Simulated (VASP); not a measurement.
Mo:

```xyz
1
Lattice="-1.5736 1.5736 1.5736 1.5736 -1.5736 1.5736 1.5736 1.5736 -1.5736" Properties=species:S:1:pos:R:3 pbc="T T T"
Mo    0.0000    0.0000    0.0000
```

| Item | Value |
| --- | --- |
| Program | VASP 6.6.1 |
| Task | relaxation of cell and atoms |
| Functional | revPBE |
| Potentials or basis | VASP PAW PBE potentials, release 64 (Mo_sv) |
| Cutoff | 600 eV |
| k mesh | 14 × 14 × 14 |
| Occupations | fermi-dirac, width 0.1 eV |
| Spin | no spin polarisation |

At the start: pressure 6.9 GPa; volume 15.59 Å³/atom.

Question: How do energy, volume and symmetry change on relaxing?

Answer: Over 4 steps the energy falls by 8.5 meV/atom and the volume is 16.00 Å³/atom (+2.6 %); space group Im-3m (No. 229, to 0.05 Å).

Step by step:
| step | energy change (eV) | largest force (eV/Å) | pressure (GPa) | volume (Å³) |
| --- | --- | --- | --- | --- |
| 1 | 0.0000 | 0.0000 | 6.86 | 15.59 |
| 2 | 0.0489 | 0.0000 | -15.07 | 17.14 |
| 3 | -0.0085 | 0.0000 | -0.17 | 16.01 |
| 4 | -0.0085 | 0.0000 | -0.01 | 16.00 |

Final structure:
```xyz
1
Lattice="-1.5872 1.5872 1.5872 1.5872 -1.5872 1.5872 1.5872 1.5872 -1.5872" Properties=species:S:1:pos:R:3 pbc="T T T"
Mo    0.0000    0.0000    0.0000
```

Caveat: the PAW data sets were made with another functional, which shifts forces and pressure a little.
